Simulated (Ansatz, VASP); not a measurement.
## LiCl in VASP and in Ansatz

Contents of INCAR:

```
SYSTEM = LiCl
ALGO = Normal
EDIFF = 1E-6
ENCUT = 520
GGA = PS
ISIF = 2
ISMEAR = 0
LASPH = .True.
LCHARG = .True.
LELF = .True.
LREAL = .False.
LVHAR = .True.
LWAVE = .False.
NBANDS = 12
NELM = 100
PREC = Accurate
SIGMA = 0.05
```

Contents of KPOINTS:

```
k-points
0
Gamma
  8 8 8
  0 0 0
```

Contents of POSCAR:

```
LiCl
1.0
    0.0000000000      2.5006410000      2.5647600000
    2.5006410000      0.0000000000      2.5647600000
    2.5006410000      2.5006410000      0.0000000000
Li Cl
1 1
Direct
    0.0000000000      0.0000000000      0.0000000000
    0.5000000000      0.5000000000      0.5000000000
```

Input for Ansatz:

```yaml
crystal:
  lattice:
    - [0.0, 2.500641, 2.56476]
    - [2.500641, 0.0, 2.56476]
    - [2.500641, 2.500641, 0.0]
  atoms:
    - { symbol: Li, position: [0.0, 0.0, 0.0] }
    - { symbol: Cl, position: [0.5, 0.5, 0.5] }
basis:
  ecutwfc: 420
kpoints:
  mp_grid: { grid: [8, 8, 8] }
hamiltonian:
  xc: pbesol
scf:
  occupations: { method: gaussian, width: 0.05 }
output:
  forces: true
  stress: true
  eigenvalues: true
```

Change from the starting cell: strain -0.025 along x and y, +0.000 along z, atoms carried along.

Alike in both runs: task single point; functional PBEsol; k mesh 8 × 8 × 8; occupations gaussian, width 0.05 eV; no spin polarisation.

```csv
,VASP,Ansatz
version,VASP 6.6.1,Ansatz 0.2.0
potentials or method,"VASP PAW PBE potentials, release 64 (Li_sv, Cl), cutoff 520 eV","scalar-relativistic, plane waves, PAW"
valence electrons in the cell,10,10
```

Ansatz gave:

| Quantity | Value |
| --- | --- |
| gap on the k mesh at the Fermi level (eV) | 6.38 |
| least direct gap on the mesh (eV) | 6.38 |

Task: Estimate VASP's values.

Result: gap on the k mesh at the Fermi level (eV): 6.39; least direct gap on the mesh (eV): 6.39.

VASP's potentials were made for PBE, not for PBEsol.

Noted on VASP's run: the cutoff is short for stress, so the pressure is rough.
